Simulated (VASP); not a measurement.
# Hf in VASP: single point with PBE

Aim: the single point of Hf with PBE.

All numbers are computed with VASP 6.6.1; they aren't measurements. Logs are shortened: lines on timing, memory, paths and dates and some standing lists are left out, and cuts for length are marked.

## (1) The cell of the first run

The cell holds a slab with vacuum, 3 atoms: a = 3.070 Å, b = 3.070 Å, c = 19.013 Å, α = 90.00°, β = 90.00°, γ = 109.47°.

## (2) Single point, PBE

The input, INCAR:

```
PREC = Accurate
ENCUT = 520
EDIFF = 1E-6
ISMEAR = 0
SIGMA = 0.1
LREAL = F
LASPH = T
NELM = 60
ALGO = Normal
ISIF = 2
LWAVE = F
LCHARG = F
LDIPOL = T
IDIPOL = 3
DIPOL = 0.5 0.5 0.494
GGA = PE
NBANDS = 22
```

The input, KPOINTS:

```
regular mesh
0
Gamma
  10 10 1
```

The input, POSCAR:

```
Hf
1.0
    3.0697355021      0.0000000000      0.0000000000
   -1.0232451674      2.8941743867      0.0000000000
    0.0000000000      0.0000000000     19.0128570837
Hf
3
Direct
    0.5000000000      0.5000000000      0.3681719149
    0.0000000000      0.0000000000      0.4941715112
    0.5000000000      0.5000000000      0.6196547997
```

Potentials or basis: VASP PAW PBE potentials, release 64 (Hf_pv).

Command:

```console
$ cat potpaw_PBE.64/Hf_pv/POTCAR > POTCAR
$ mpirun -np 1 vasp_std > vasp.out
```

OUTCAR:

```text
PREC = Accurate
   ENCUT = 520
   EDIFF = 1E-6
   ISMEAR = 0
   LREAL = F
   LASPH = T
   NELM = 60
   ISIF = 2
   GGA = PE

 ion  position               nearest neighbor table
   1  0.500  0.500  0.368-   2 2.98   2 2.98   2 3.47   2 3.47
   2  0.000  0.000  0.494-   3 2.97   3 2.97   1 2.98   1 2.98   3 3.46   3 3.46   1 3.47   1 3.47

   3  0.500  0.500  0.620-   2 2.97   2 2.97   2 3.46   2 3.46

  LATTYP: Found a base centered orthorhombic cell.
 ALAT       =     3.5446252370
 B/A-ratio  =     1.4142135624
 C/A-ratio  =     5.3638553620

  Lattice vectors:

 A1 = (   3.0697355021,   0.0000000000,   0.0000000000)
 A2 = (  -1.0232451674,   2.8941743867,   0.0000000000)
 A3 = (   0.0000000000,   0.0000000000,  19.0128570837)

Analysis of symmetry for initial positions (statically):
=====================================================================
 Subroutine PRICEL returns:
 Original cell was already a primitive cell.

 Routine SETGRP: Setting up the symmetry group for a
 base centered orthorhombic supercell.

 Subroutine GETGRP returns: Found  4 space group operations
 (whereof  4 operations were pure point group operations)
 out of a pool of  8 trial point group operations.

The static configuration has the point symmetry C_2v.

Analysis of symmetry for dynamics (positions and initial velocities):
=====================================================================
 Subroutine PRICEL returns:
 Original cell was already a primitive cell.

 Routine SETGRP: Setting up the symmetry group for a
 base centered orthorhombic supercell.

 Subroutine GETGRP returns: Found  4 space group operations
 (whereof  4 operations were pure point group operations)
 out of a pool of  8 trial point group operations.

The dynamic configuration has the point symmetry C_2v.

 Subroutine INISYM returns: Found  4 space group operations
 (whereof  4 operations are pure point group operations),
 and found     1 'primitive' translations

----------------------------------------------------------------------------------------

                                     Primitive cell

  volume of cell :     168.9169

  direct lattice vectors                    reciprocal lattice vectors
     3.069735502  0.000000000  0.000000000     0.325760965  0.115173894  0.000000000
    -1.023245167  2.894174387  0.000000000     0.000000000  0.345521681  0.000000000
     0.000000000  0.000000000 19.012857084     0.000000000  0.000000000  0.052595988

  length of vectors
     3.069735502  3.069735502 19.012857084     0.345521681  0.345521681  0.052595988

  position of ions in fractional coordinates (direct lattice)
     0.500000000  0.500000000  0.368171915
     0.000000000  0.000000000  0.494171511
     0.500000000  0.500000000  0.619654800

  ion indices of the primitive-cell ions
   primitive index   ion index
                 1           1
                 2           2
                 3           3

----------------------------------------------------------------------------------------

 KPOINTS: regular mesh

Automatic generation of k-mesh.
 Grid dimensions read from file:
 generate k-points for:   10   10    1

 Generating k-lattice:

  Cartesian coordinates                     Fractional coordinates (reciprocal lattice)
     0.032576097  0.011517389  0.000000000     0.100000000 -0.000000000  0.000000000
     0.000000000  0.034552168  0.000000000     0.000000000  0.100000000  0.000000000
     0.000000000  0.000000000  0.052595988     0.000000000  0.000000000  1.000000000

  Length of vectors
     0.034552168  0.034552168  0.052595988

  Shift w.r.t. Gamma in fractional coordinates (k-lattice)
     0.000000000  0.000000000  0.000000000

 Subroutine IBZKPT returns following result:
 ===========================================

 Found     31 irreducible k-points:

 Following reciprocal coordinates:
            Coordinates               Weight
  0.000000  0.000000  0.000000      1.000000
  0.100000  0.000000  0.000000      4.000000
  0.200000  0.000000  0.000000      4.000000
  0.300000 -0.000000  0.000000      4.000000
  0.400000 -0.000000  0.000000      4.000000
  0.500000 -0.000000  0.000000      2.000000
[... 16 lines left out ...]
  0.300000  0.300000  0.000000      2.000000
  0.400000  0.300000  0.000000      4.000000
 [... further k-points ...]
   k-points           NKPTS =     31   k-points in BZ     NKDIM =     31   number of bands    NBANDS=     22
   number of dos      NEDOS =    301   number of ions     NIONS =      3
   total plane-waves  NPLWV =  82944
   dimension x,y,z NGX =    24 NGY =   24 NGZ =  144
   dimension x,y,z NGXF=    48 NGYF=   48 NGZF=  288
   ions per type =               3
   NGX,Y,Z   is equivalent  to a cutoff of  13.00, 13.00, 12.59 a.u.
   NGXF,Y,Z  is equivalent  to a cutoff of  26.00, 26.00, 25.18 a.u.
 SYSTEM =  unknown system
   PREC   = accura    normal or accurate (medium, high low for compatibility)
   ISTART =      0    job   : 0-new  1-cont  2-samecut
   ICHARG =      2    charge: 1-file 2-atom 10-const
   ISPIN  =      1    spin polarized calculation?
   LNONCOLLINEAR =      F non collinear calculations
   LSORBIT =      F    spin-orbit coupling
   LASPH  =      T    aspherical Exc in radial PAW
   ENCUT  =  520.0 eV  38.22 Ry    6.18 a.u.   5.71  5.71 35.35*2*pi/ulx,y,z
   NELM   =     60;   NELMIN=  2; NELMDL= -5     # of ELM steps
   EDIFF  = 0.1E-05   stopping-criterion for ELM
   LREAL  =      F    real-space projection
   EDIFFG = 0.1E-04   stopping-criterion for IOM
   NSW    =      0    number of steps for IOM
   IBRION =     -1    ionic relax: 0-MD 1-quasi-New 2-CG
   NFREE  =      0    steps in history (QN), initial steepest desc. (CG)
   ISIF   =      2    stress and relaxation
   ISYM   =      2    0-nonsym 1-usesym 2-fastsym
   POTIM  = 0.5000    time-step for ionic-motion
   TEBEG  =    0.0;   TEEND  =   0.0 temperature during run
   PSTRESS=    0.0 pullay stress
   NELECT =      30.0000    total number of electrons
   NUPDOWN=      -1.0000    fix difference up-down
   EMIN   =  10.00;   EMAX   =-10.00  energy-range for DOS
   EFERMI =   0.00;   METHOD = LEGACY
   ISMEAR =     0;   SIGMA  =   0.10  broadening in eV -4-tet -1-fermi 0-gaus
   EFERMI_NEDOS =   21; number of points for ismear=-14 and -15
   IALGO  =     38    algorithm
   IMIX   =      4    mixing-type and parameters
     AMIX     =   0.40;   BMIX     =  1.00
     AMIX_MAG =   1.60;   BMIX_MAG =  1.00
  volume/ion in A,a.u.               =      56.31       379.97
  Fermi-wavevector in a.u.,A,eV,Ry     =   0.920218  1.738961 11.521439  0.846802
  Thomas-Fermi vector in A             =   2.045499
   LORBIT       =      0    0 simple, 1 ext, 2 COOP (PROOUT), +10 PAW based schemes
   GGA     = PE    functional components
   LHFCALC =     F    Hartree Fock is set to
   AEXX    =    0.0000 exact exchange contribution
   IVDW    =     0    specifies the selected vdW correction
   LEPSILON=     F    determine dielectric tensor
   LRPA    =     F    only Hartree local field effects (RPA)
 non-spin polarized calculation
 Gauss-broadening in eV      SIGMA  =   0.10
  energy-cutoff  :      520.00
  volume of cell :      168.92
 maximum number of plane-waves:      4577
   NGX = 11   NGY = 11   NGZ = 71

 dipolmoment           0.000000      0.000000     -0.005833 electrons x Angstroem

 number of electron      30.0000003 magnetization

 dipolmoment           0.000000      0.000000      0.000264 electrons x Angstroem

 Free energy of the ion-electron system (eV)
  ---------------------------------------------------
  ext. energy  EPLUGINS =         0.00000000
  ---------------------------------------------------
  free energy    TOTEN  =       -27.43439031 eV

  energy without entropy =      -27.40206001  energy(sigma->0) =      -27.41822516

 E-fermi :  -0.5742     XC(G=0):  -5.4914

 val. band max:       -0.5797451383   @ k =   0.2000   0.0000   0.0000
 cond. band min:      -0.5652342838   @ k =   0.2000   0.1000   0.0000
 fundamental gap:      0.0145108545
 Fermi energy:        -0.5742478555

 k-point     1 :       0.0000    0.0000    0.0000
  band No.  band energies     occupation
      1     -31.4310      2.00000
      2     -31.2873      2.00000
      3     -30.9328      2.00000
      4     -30.9051      2.00000
      5     -30.7717      2.00000
      6     -30.7631      2.00000
[... 14 lines left out ...]
     21       3.0327      0.00000
     22       3.1036      0.00000

 k-point     2 :       0.1000    0.0000    0.0000
  band No.  band energies     occupation
      1     -31.4146      2.00000
      2     -31.2881      2.00000
      3     -30.9631      2.00000
      4     -30.9489      2.00000
      5     -30.8000      2.00000
      6     -30.7914      2.00000
[... 14 lines left out ...]
     21       2.8520      0.00000
     22       2.9039      0.00000

 k-point     3 :       0.2000    0.0000    0.0000
  band No.  band energies     occupation
      1     -31.3724      2.00000
      2     -31.2938      2.00000
      3     -31.0909      2.00000
      4     -31.0754      2.00000
      5     -30.8367      2.00000
      6     -30.8282      2.00000
[... 14 lines left out ...]
     21       2.8218      0.00000
     22       3.0571      0.00000
[... 476 lines left out ...]
 k-point    23 :       0.3000    0.3000    0.0000
  band No.  band energies     occupation
      1     -31.3034      2.00000
      2     -31.2956      2.00000
      3     -31.2323      2.00000
      4     -31.2209      2.00000
      5     -31.2194      2.00000
      6     -31.1955      2.00000
[... 14 lines left out ...]
     21       2.8879      0.00000
     22       3.6482      0.00000

 k-point    24 :       0.4000    0.3000    0.0000
  band No.  band energies     occupation
      1     -31.3736      2.00000
      2     -31.3601      2.00000
      3     -31.2703      2.00000
      4     -31.2366      2.00000
      5     -31.1852      2.00000
      6     -31.1825      2.00000
[... 14 lines left out ...]
     21       3.1776      0.00000
     22       3.5119      0.00000

 [... further k-points ...]

------------------------ aborting loop because EDIFF is reached ----------------------------------------

 vacuum level on the upper side and lower side of the slab       (xc-potential included)        -0.268        -0.268

  FORCE on cell =-STRESS in cart. coord.  units (eV):
  Direction    XX          YY          ZZ          XY          YZ          ZX
  --------------------------------------------------------------------------------------
  -------------------------------------------------------------------------------------
  Total       -1.7975621     -1.5406870     -0.1656678      0.3632762      0.0000000      0.0000000
  in kB      -17.0498848    -14.6134235     -1.5713596      3.4456766      0.0000000      0.0000000
  external PRESSURE =     -11.0782226 kB  Pullay stress =       0.0000000 kB

 VOLUME and BASIS-vectors are now :
 -----------------------------------------------------------------------------
  energy-cutoff  :      520.00
  volume of cell :      168.92
      direct lattice vectors                 reciprocal lattice vectors
     3.069735502  0.000000000  0.000000000     0.325760965  0.115173894  0.000000000
    -1.023245167  2.894174387  0.000000000     0.000000000  0.345521681  0.000000000
     0.000000000  0.000000000 19.012857084     0.000000000  0.000000000  0.052595988

 POSITION                                       TOTAL-FORCE (eV/Angst)
 -----------------------------------------------------------------------------------
      1.02325      1.44709      7.00000         0.000000      0.000000      0.045189
      0.00000      0.00000      9.39561        -0.000000      0.000000     -0.025108
      1.02325      1.44709     11.78141        -0.000000      0.000000     -0.020081
 -----------------------------------------------------------------------------------
    total drift:                                0.000000      0.000000      0.000201

  FREE ENERGIE OF THE ION-ELECTRON SYSTEM (eV)
  ---------------------------------------------------
  free  energy   TOTEN  =       -27.4343903092 eV

  energy  without entropy=      -27.4020600132  energy(sigma->0) =      -27.41822516

 vacuum level on the upper side and lower side of the slab         3.438         3.435
```

Run time: 2.4 min. Hardware: 1 thread of Intel Xeon 6975P-C (Granite Rapids), shared host; peak memory 0.31 GiB.

Results:

```
Free energy            : -27.4344 eV
Largest force          : 0.045 eV/Å
Band gap on the k mesh : zero (band 15 reaches 0.05 eV, above the bottom of band 16 at -0.79 eV)
```

Forces in eV/Å, atoms in the order of the input:
```
Hf   0.000  0.000  0.045
Hf   0.000  0.000 -0.025
Hf   0.000  0.000 -0.020
```

Caveat: spin-orbit coupling is left out, which moves the levels of the heavy elements.
